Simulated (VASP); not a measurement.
# PbS (F-43m) in VASP: further runs

Runs on PbS. Level: PBE. Tasks: single point.

Everything below comes from runs of VASP 6.6.1. Logs are shortened: lines on timing, memory, paths and dates and some standing lists are left out, and cuts for length are marked.

### Step 1. The cell of the first run

It takes space group F-43m (No. 216, cubic). The conventional cell has a = 6.523 Å, b = 6.523 Å, c = 6.523 Å, α = 90.00°, β = 90.00°, γ = 90.00°. Within 3.7 Å of Pb (site symmetry -43m) lie 4 S at 2.82 Å. S (site symmetry -43m) has 4 Pb at 2.82 Å within 3.7 Å.

### Step 2. Single point, PBE (volume scaled by 0.945)

Contents of INCAR:

```
  PREC = Accurate
  ENCUT = 520
  EDIFF = 1E-6
  ISMEAR = 0
  SIGMA = 0.05
  LREAL = False
  LASPH = True
  NELM = 60
  ALGO = Normal
  ISIF = 2
  LWAVE = False
  LCHARG = True
  GGA = PE
  LELF = True
  LVHAR = True
  NBANDS = 17
```

Contents of KPOINTS:

```
regular mesh
0
Gamma
  10 10 10
```

Contents of POSCAR:

```
PbS
1.0
    0.0000000000      3.2617417863      3.2617417863
    3.2617417863      0.0000000000      3.2617417863
    3.2617417863      3.2617417863      0.0000000000
Pb S
1 1
Direct
    0.0000000000      0.0000000000      0.0000000000
    0.2500000000      0.2500000000      0.2500000000
```

Potentials or basis: VASP PAW PBE potentials, release 64 (Pb_d, S).

The run is started by

```bash
cat potpaw_PBE.64/Pb_d/POTCAR potpaw_PBE.64/S/POTCAR > POTCAR
mpirun -np 1 vasp_std > vasp.out
```

OUTCAR:

```text
PREC = Accurate
   ENCUT = 520
   EDIFF = 1E-6
   ISMEAR = 0
   LREAL = False
   LASPH = True
   NELM = 60
   ISIF = 2
   GGA = PE

 ion  position               nearest neighbor table
   1  0.000  0.000  0.000-   2 2.82   2 2.82   2 2.82   2 2.82
   2  0.250  0.250  0.250-   1 2.82   1 2.82   1 2.82   1 2.82

  LATTYP: Found a face centered cubic cell.
 ALAT       =     6.5234835726

  Lattice vectors:

 A1 = (   0.0000000000,   3.2617417863,   3.2617417863)
 A2 = (   3.2617417863,   0.0000000000,   3.2617417863)
 A3 = (   3.2617417863,   3.2617417863,   0.0000000000)

Analysis of symmetry for initial positions (statically):
=====================================================================
 Subroutine PRICEL returns:
 Original cell was already a primitive cell.

 Routine SETGRP: Setting up the symmetry group for a
 face centered cubic supercell.

 Subroutine GETGRP returns: Found 24 space group operations
 (whereof 24 operations were pure point group operations)
 out of a pool of 48 trial point group operations.

The static configuration has the point symmetry T_d .

Analysis of symmetry for dynamics (positions and initial velocities):
=====================================================================
 Subroutine PRICEL returns:
 Original cell was already a primitive cell.

 Routine SETGRP: Setting up the symmetry group for a
 face centered cubic supercell.

 Subroutine GETGRP returns: Found 24 space group operations
 (whereof 24 operations were pure point group operations)
 out of a pool of 48 trial point group operations.

The dynamic configuration has the point symmetry T_d .

 Subroutine INISYM returns: Found 24 space group operations
 (whereof 24 operations are pure point group operations),
 and found     1 'primitive' translations

----------------------------------------------------------------------------------------

                                     Primitive cell

  volume of cell :      69.4031

  direct lattice vectors                    reciprocal lattice vectors
     0.000000000  3.261741786  3.261741786    -0.153292331  0.153292331  0.153292331
     3.261741786  0.000000000  3.261741786     0.153292331 -0.153292331  0.153292331
     3.261741786  3.261741786  0.000000000     0.153292331  0.153292331 -0.153292331

  length of vectors
     4.612799471  4.612799471  4.612799471     0.265510105  0.265510105  0.265510105

  position of ions in fractional coordinates (direct lattice)
     0.000000000  0.000000000  0.000000000
     0.250000000  0.250000000  0.250000000

  ion indices of the primitive-cell ions
   primitive index   ion index
                 1           1
                 2           2

----------------------------------------------------------------------------------------

 KPOINTS: regular mesh

Automatic generation of k-mesh.
 Grid dimensions read from file:
 generate k-points for:   10   10   10

 Generating k-lattice:

  Cartesian coordinates                     Fractional coordinates (reciprocal lattice)
    -0.015329233  0.015329233  0.015329233     0.100000000  0.000000000  0.000000000
     0.015329233 -0.015329233  0.015329233     0.000000000  0.100000000  0.000000000
     0.015329233  0.015329233 -0.015329233     0.000000000  0.000000000  0.100000000

  Length of vectors
     0.026551010  0.026551010  0.026551010

  Shift w.r.t. Gamma in fractional coordinates (k-lattice)
     0.000000000  0.000000000  0.000000000

 Subroutine IBZKPT returns following result:
 ===========================================

 Found     47 irreducible k-points:

 Following reciprocal coordinates:
            Coordinates               Weight
  0.000000  0.000000  0.000000      1.000000
  0.100000  0.000000  0.000000      8.000000
  0.200000  0.000000  0.000000      8.000000
  0.300000  0.000000  0.000000      8.000000
  0.400000  0.000000  0.000000      8.000000
  0.500000  0.000000  0.000000      4.000000
[... 16 lines left out ...]
  0.300000  0.300000  0.000000      6.000000
  0.400000  0.300000  0.000000     24.000000
 [... further k-points ...]
   k-points           NKPTS =     47   k-points in BZ     NKDIM =     47   number of bands    NBANDS=     17
   number of dos      NEDOS =    301   number of ions     NIONS =      2
   total plane-waves  NPLWV =  46656
   dimension x,y,z NGX =    36 NGY =   36 NGZ =   36
   dimension x,y,z NGXF=    72 NGYF=   72 NGZF=   72
   ions per type =               1   1
   NGX,Y,Z   is equivalent  to a cutoff of  12.97, 12.97, 12.97 a.u.
   NGXF,Y,Z  is equivalent  to a cutoff of  25.95, 25.95, 25.95 a.u.
 SYSTEM =  unknown system
   PREC   = accura    normal or accurate (medium, high low for compatibility)
   ISTART =      0    job   : 0-new  1-cont  2-samecut
   ICHARG =      2    charge: 1-file 2-atom 10-const
   ISPIN  =      1    spin polarized calculation?
   LNONCOLLINEAR =      F non collinear calculations
   LSORBIT =      F    spin-orbit coupling
   LASPH  =      T    aspherical Exc in radial PAW
   ENCUT  =  520.0 eV  38.22 Ry    6.18 a.u.   8.58  8.58  8.58*2*pi/ulx,y,z
   NELM   =     60;   NELMIN=  2; NELMDL= -5     # of ELM steps
   EDIFF  = 0.1E-05   stopping-criterion for ELM
   LREAL  =      F    real-space projection
   EDIFFG = 0.1E-04   stopping-criterion for IOM
   NSW    =      0    number of steps for IOM
   IBRION =     -1    ionic relax: 0-MD 1-quasi-New 2-CG
   NFREE  =      0    steps in history (QN), initial steepest desc. (CG)
   ISIF   =      2    stress and relaxation
   ISYM   =      2    0-nonsym 1-usesym 2-fastsym
   POTIM  = 0.5000    time-step for ionic-motion
   TEBEG  =    0.0;   TEEND  =   0.0 temperature during run
   PSTRESS=    0.0 pullay stress
   NELECT =      20.0000    total number of electrons
   NUPDOWN=      -1.0000    fix difference up-down
   EMIN   =  10.00;   EMAX   =-10.00  energy-range for DOS
   EFERMI =   0.00;   METHOD = LEGACY
   ISMEAR =     0;   SIGMA  =   0.05  broadening in eV -4-tet -1-fermi 0-gaus
   EFERMI_NEDOS =   21; number of points for ismear=-14 and -15
   IALGO  =     38    algorithm
   IMIX   =      4    mixing-type and parameters
     AMIX     =   0.40;   BMIX     =  1.00
     AMIX_MAG =   1.60;   BMIX_MAG =  1.00
  volume/ion in A,a.u.               =      34.70       234.18
  Fermi-wavevector in a.u.,A,eV,Ry     =   1.081331  2.043419 15.908971  1.169276
  Thomas-Fermi vector in A             =   2.217345
   LORBIT       =      0    0 simple, 1 ext, 2 COOP (PROOUT), +10 PAW based schemes
   GGA     = PE    functional components
   LHFCALC =     F    Hartree Fock is set to
   AEXX    =    0.0000 exact exchange contribution
   IVDW    =     0    specifies the selected vdW correction
   LEPSILON=     F    determine dielectric tensor
   LRPA    =     F    only Hartree local field effects (RPA)
 non-spin polarized calculation
 Gauss-broadening in eV      SIGMA  =   0.05
  energy-cutoff  :      520.00
  volume of cell :       69.40
 maximum number of plane-waves:      1893
 NGX is ok and might be reduce to    36
   NGX = 17   NGY = 17   NGZ = 17

 number of electron      20.0000002 magnetization

 Free energy of the ion-electron system (eV)
  ---------------------------------------------------
  ext. energy  EPLUGINS =         0.00000000
  ---------------------------------------------------
  free energy    TOTEN  =        -8.38205233 eV

  energy without entropy =       -8.38205233  energy(sigma->0) =       -8.38205233

 E-fermi :   3.4559     XC(G=0):  -8.0737

 val. band max:        3.1819723008   @ k =  -0.3000   0.5000   0.2000
 cond. band min:       3.9369445976   @ k =   0.5000   0.5000   0.0000
 fundamental gap:      0.7549722968
 Fermi energy:         3.4558890734

 k-point     1 :       0.0000    0.0000    0.0000
  band No.  band energies     occupation
      1     -13.4605      2.00000
      2     -13.4605      2.00000
      3     -13.4605      2.00000
      4     -13.4166      2.00000
      5     -13.4166      2.00000
      6      -9.6354      2.00000
[... 9 lines left out ...]
     16      11.8204      0.00000
     17      12.8764      0.00000

 k-point     2 :       0.1000    0.0000    0.0000
  band No.  band energies     occupation
      1     -13.4641      2.00000
      2     -13.4590      2.00000
      3     -13.4590      2.00000
      4     -13.4165      2.00000
      5     -13.4165      2.00000
      6      -9.5743      2.00000
[... 9 lines left out ...]
     16      11.4001      0.00000
     17      12.5055      0.00000

 k-point     3 :       0.2000    0.0000    0.0000
  band No.  band energies     occupation
      1     -13.4737      2.00000
      2     -13.4553      2.00000
      3     -13.4553      2.00000
      4     -13.4160      2.00000
      5     -13.4160      2.00000
      6      -9.4036      2.00000
[... 9 lines left out ...]
     16      11.0333      0.00000
     17      12.2720      0.00000

 k-point     4 :       0.3000    0.0000    0.0000
  band No.  band energies     occupation
      1     -13.4854      2.00000
      2     -13.4516      2.00000
      3     -13.4516      2.00000
      4     -13.4145      2.00000
      5     -13.4145      2.00000
      6      -9.1646      2.00000
[... 9 lines left out ...]
     16      11.0964      0.00000
     17      12.8379      0.00000

 k-point     5 :       0.4000    0.0000    0.0000
  band No.  band energies     occupation
      1     -13.4948      2.00000
      2     -13.4493      2.00000
      3     -13.4493      2.00000
      4     -13.4124      2.00000
      5     -13.4124      2.00000
      6      -8.9395      2.00000
[... 9 lines left out ...]
     16      11.5945      0.00000
     17      12.4191      0.00000

 k-point     6 :       0.5000    0.0000    0.0000
  band No.  band energies     occupation
      1     -13.4983      2.00000
      2     -13.4487      2.00000
      3     -13.4487      2.00000
      4     -13.4115      2.00000
      5     -13.4115      2.00000
      6      -8.8432      2.00000
[... 9 lines left out ...]
     16      12.0678      0.00000
     17      12.0678      0.00000

 k-point     7 :       0.1000    0.1000    0.0000
  band No.  band energies     occupation
      1     -13.4672      2.00000
      2     -13.4574      2.00000
      3     -13.4574      2.00000
      4     -13.4176      2.00000
      5     -13.4156      2.00000
      6      -9.5539      2.00000
[... 9 lines left out ...]
     16      11.9013      0.00000
     17      13.1453      0.00000

 k-point     8 :       0.2000    0.1000    0.0000
  band No.  band energies     occupation
      1     -13.4754      2.00000
      2     -13.4544      2.00000
      3     -13.4537      2.00000
      4     -13.4182      2.00000
      5     -13.4145      2.00000
      6      -9.4191      2.00000
[... 9 lines left out ...]
     16      11.6964      0.00000
     17      12.8344      0.00000
[... 203 lines left out ...]
      1     -13.5047      2.00000
      2     -13.4444      2.00000
      3     -13.4409      2.00000
      4     -13.4178      2.00000
      5     -13.4102      2.00000
      6      -8.7456      2.00000
[... 9 lines left out ...]
     16      12.2783      0.00000
     17      12.7201      0.00000

 k-point    20 :      -0.4000    0.2000    0.0000
  band No.  band energies     occupation
      1     -13.5034      2.00000
      2     -13.4455      2.00000
      3     -13.4418      2.00000
      4     -13.4152      2.00000
      5     -13.4125      2.00000
      6      -8.7221      2.00000
[... 9 lines left out ...]
     16      11.9093      0.00000
     17      12.8994      0.00000

 k-point    21 :      -0.3000    0.2000    0.0000
  band No.  band energies     occupation
      1     -13.4979      2.00000
      2     -13.4467      2.00000
      3     -13.4446      2.00000
      4     -13.4156      2.00000
      5     -13.4134      2.00000
      6      -8.8613      2.00000
[... 9 lines left out ...]
     16      11.9207      0.00000
     17      12.9677      0.00000

 k-point    22 :      -0.2000    0.2000    0.0000
  band No.  band energies     occupation
      1     -13.4896      2.00000
      2     -13.4491      2.00000
      3     -13.4485      2.00000
      4     -13.4173      2.00000
      5     -13.4131      2.00000
      6      -9.0796      2.00000
[... 9 lines left out ...]
     16      11.4178      0.00000
     17      13.4267      0.00000

 k-point    23 :       0.3000    0.3000    0.0000
  band No.  band energies     occupation
      1     -13.5046      2.00000
      2     -13.4396      2.00000
      3     -13.4396      2.00000
      4     -13.4238      2.00000
      5     -13.4095      2.00000
      6      -8.9946      2.00000
[... 9 lines left out ...]
     16      12.4862      0.00000
     17      15.1649      0.00000

 k-point    24 :       0.4000    0.3000    0.0000
  band No.  band energies     occupation
      1     -13.5120      2.00000
      2     -13.4368      2.00000
      3     -13.4358      2.00000
      4     -13.4244      2.00000
      5     -13.4082      2.00000
      6      -8.8074      2.00000
[... 9 lines left out ...]
     16      12.6769      0.00000
     17      14.2850      0.00000

 [... further k-points ...]

------------------------ aborting loop because EDIFF is reached ----------------------------------------

  FORCE on cell =-STRESS in cart. coord.  units (eV):
  Direction    XX          YY          ZZ          XY          YZ          ZX
  --------------------------------------------------------------------------------------
  -------------------------------------------------------------------------------------
  Total        0.9455101      0.9455101      0.9455101      0.0000000      0.0000000     -0.0000000
  in kB       21.8271990     21.8271990     21.8271990      0.0000000      0.0000000     -0.0000000
  external PRESSURE =      21.8271990 kB  Pullay stress =       0.0000000 kB

 VOLUME and BASIS-vectors are now :
 -----------------------------------------------------------------------------
  energy-cutoff  :      520.00
  volume of cell :       69.40
      direct lattice vectors                 reciprocal lattice vectors
     0.000000000  3.261741786  3.261741786    -0.153292331  0.153292331  0.153292331
     3.261741786  0.000000000  3.261741786     0.153292331 -0.153292331  0.153292331
     3.261741786  3.261741786  0.000000000     0.153292331  0.153292331 -0.153292331

 POSITION                                       TOTAL-FORCE (eV/Angst)
 -----------------------------------------------------------------------------------
      0.00000      0.00000      0.00000        -0.000000     -0.000000     -0.000000
      1.63087      1.63087      1.63087         0.000000      0.000000      0.000000
 -----------------------------------------------------------------------------------
    total drift:                                0.000000      0.000000      0.000000

  FREE ENERGIE OF THE ION-ELECTRON SYSTEM (eV)
  ---------------------------------------------------
  free  energy   TOTEN  =        -8.3820523259 eV

  energy  without entropy=       -8.3820523259  energy(sigma->0) =       -8.38205233
```

It took 25 s on 1 thread of Intel Xeon 6975P-C (Granite Rapids), shared host; peak memory 0.22 GiB.

Results:

```yaml
Free_energy: -8.3821 eV
Pressure: 2.2 GPa
Band_gap_on_the_k_mesh: 0.75 eV, indirect (least direct gap 1.21 eV)
```

Caveat: spin-orbit coupling is left out, which moves the levels of the heavy elements.

### Step 3. Single point, PBE (volume scaled by 0.960)

Contents of INCAR:

```
PREC     = Accurate       # precision mode
ENCUT    = 520            # plane-wave cutoff, eV
EDIFF    = 1E-6           # SCF threshold, eV
ISMEAR   = 0              # smearing method
SIGMA    = 0.05           # smearing width, eV
LREAL    = False          # projectors in reciprocal space
LASPH    = True           # aspherical terms in the spheres
NELM     = 60             # most SCF steps
ALGO     = Normal         # electronic algorithm
ISIF     = 2              # what is computed and relaxed
LWAVE    = False          # write WAVECAR
LCHARG   = True           # write CHGCAR
GGA      = PE             # functional
LELF     = True           # ELF
LVHAR    = True         
NBANDS   = 17             # bands
```

Contents of KPOINTS:

```
Automatic mesh
0
Gamma
  10 10 10
```

Contents of POSCAR:

```
PbS
1.0
    0.0000000000      3.2789091645      3.2789091645
    3.2789091645      0.0000000000      3.2789091645
    3.2789091645      3.2789091645      0.0000000000
Pb S
1 1
Direct
    0.0000000000      0.0000000000      0.0000000000
    0.2500000000      0.2500000000      0.2500000000
```

Potentials or basis: VASP PAW PBE potentials, release 64 (Pb_d, S).

The run is started by

```bash
cat potpaw_PBE.64/Pb_d/POTCAR potpaw_PBE.64/S/POTCAR > POTCAR
mpirun -np 1 vasp_std > vasp.out
```

Run time: 25 s. Hardware: 1 thread of Intel Xeon 6975P-C (Granite Rapids), shared host; peak memory 0.23 GiB.

Results (log left out):

```yaml
Free_energy: -8.3951 eV
Pressure: 1.5 GPa
Band_gap_on_the_k_mesh: 0.79 eV, indirect (least direct gap 1.24 eV)
```

Levels at points of the mesh, in eV from the valence-band top:
```
           k point  band 7  band 8  band 9  band 10  band 11  band 12  band 13  band 14
(0.00, 0.00, 0.00)   -5.86   -1.76   -1.76    -1.76     2.52     2.52     2.52     5.35
(0.50, 0.00, 0.00)   -7.73   -2.28   -2.28    -1.93     3.24     3.24     3.68     7.10
(0.50, 0.50, 0.00)   -8.14   -2.99   -2.99    -0.44     0.79     5.21     5.21     6.03
```

Caveat: spin-orbit coupling is left out, which moves the levels of the heavy elements. A k mesh can miss the band edges.

(Part 1 of 2 ends here.)
